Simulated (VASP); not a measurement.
NaCl: elastic constants with LDA

The system is NaCl.

```xyz
2
Lattice="0.0000 2.7322 2.7322 2.7322 0.0000 2.7322 2.7322 2.7322 0.0000" Properties=species:S:1:pos:R:3 pbc="T T T"
Na    0.0000    0.0000    0.0000
Cl    2.7322    2.7322    2.7322
```

```json
{
 "Program": "VASP 6.6.1",
 "Task": "elastic constants",
 "Functional": "LDA",
 "Potentials or basis": "VASP PAW LDA potentials, release 64 (Na_pv, Cl)",
 "Cutoff": "600 eV",
 "k mesh": "8 × 8 × 8",
 "Occupations": "gaussian, width 0.01 eV",
 "Spin": "no spin polarisation",
 "Dipole correction": "no",
 "Ions in elastic constants": "relaxed",
 "Further INCAR settings": "ALGO = Normal; EDIFF = 1e-08; IBRION = 6; POTIM = 0.015; NSW = 1; ISIF = 3"
}
```

| Quantity | Value |
| --- | --- |
| Elastic constants C11, C12, C44 | 71, 13, 13 GPa |
| Voigt bulk modulus | 32 GPa |
| Highest phonon frequency at Γ, LO-TO splitting left out | 190 cm⁻¹ |

Phonon frequencies in cm⁻¹ (negative: imaginary):
```csv
q point,frequencies
"(0.000, 0.000, 0.000)",0 0 0 190 190 190
```

Elastic tensor in Voigt notation (GPa, in the Cartesian axes of the cell as first typed):
```
71 13 13  0  0  0
13 71 13  0  0  0
13 13 71  0  0  0
 0  0  0 13  0  0
 0  0  0  0 13  0
 0  0  0  0  0 13
```

Clamped-ion elastic tensor (GPa):
```
71 13 13  0  0  0
13 71 13  0  0  0
13 13 71  0  0  0
 0  0  0 13  0  0
 0  0  0  0 13  0
 0  0  0  0  0 13
```

It took 7.5 min on 1 thread of Oxide Virtual Turin-like Processor (shared host), peak memory 0.22 GiB.
